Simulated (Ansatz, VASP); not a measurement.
# Two plane-wave programs on Si

POSCAR

```
Si
1.0
    0.0000000000      2.7227277380      2.7227277380
    2.7227277380      0.0000000000      2.7227277380
    2.7227277380      2.7227277380      0.0000000000
Si
2
Direct
    0.5000000000      0.5000000000      0.5000000000
    0.7500000000      0.7500000000      0.7500000000
```

The input INCAR.step1:

```
SYSTEM = Si
PREC = Accurate
ENCUT = 520
ISMEAR = 0
SIGMA = 0.6
LREAL = .False.
LASPH = .True.
NELM = 100
NBANDS = 11
GGA = PE
ALGO = Normal
EDIFF = 1E-4
LWAVE = .True.
LCHARG = .False.
```

Contents of INCAR.step2:

```
SYSTEM = Si
PREC = Accurate
ENCUT = 520
EDIFF = 1E-6
ISMEAR = 0
SIGMA = 0.6
LREAL = .False.
LASPH = .True.
NELM = 100
ALGO = Normal
ISIF = 2
LWAVE = .False.
LCHARG = .False.
METAGGA = R2SCAN
LMIXTAU = .True.
NBANDS = 11
ISTART = 1
```

KPOINTS

```
regular mesh
0
Gamma
  10 10 10
  0 0 0
```

Input for Ansatz:

```yaml
crystal:
  lattice:
    - [0.0, 2.722727738, 2.722727738]
    - [2.722727738, 0.0, 2.722727738]
    - [2.722727738, 2.722727738, 0.0]
  atoms:
    - { symbol: Si, position: [0.5, 0.5, 0.5] }
    - { symbol: Si, position: [0.75, 0.75, 0.75] }
hamiltonian:
  xc: r2scan
  pseudopotentials:
    kind: paw
    azcp:
      Si: "pseudopotentials/Si.paw.azcp"
basis:
  ecutwfc: 500
  fft_grid_basis: typed
kpoints:
  mp_grid: { grid: [10, 10, 10], shift: [0, 0, 0] }
magnetization:
  spin_polarized: false
scf:
  occupations: { method: gaussian, width: 0.6 }
  lower_state_search: "off"
output:
  stress: true
```

Alike in both runs: task single point; functional r2SCAN; k mesh 10 × 10 × 10; occupations gaussian, width 0.6 eV; no spin polarisation.

|  | VASP | Ansatz |
| --- | --- | --- |
| version | VASP 6.6.1 | Ansatz 0.2.0 |
| potentials or method | VASP PAW PBE potentials, release 64 (Si), cutoff 520 eV | plane waves (500 eV) with PAW, scalar-relativistic |
| valence electrons in the cell | 8 | 8 |

Ansatz gave:

- pressure (GPa): -0.1

Problem. Which values does VASP return?

Solution. Pressure (GPa): -0.3.

VASP's potentials were made for PBE, not for r2SCAN. With one functional, cell and mesh, what is left measures potentials, basis and numerics.
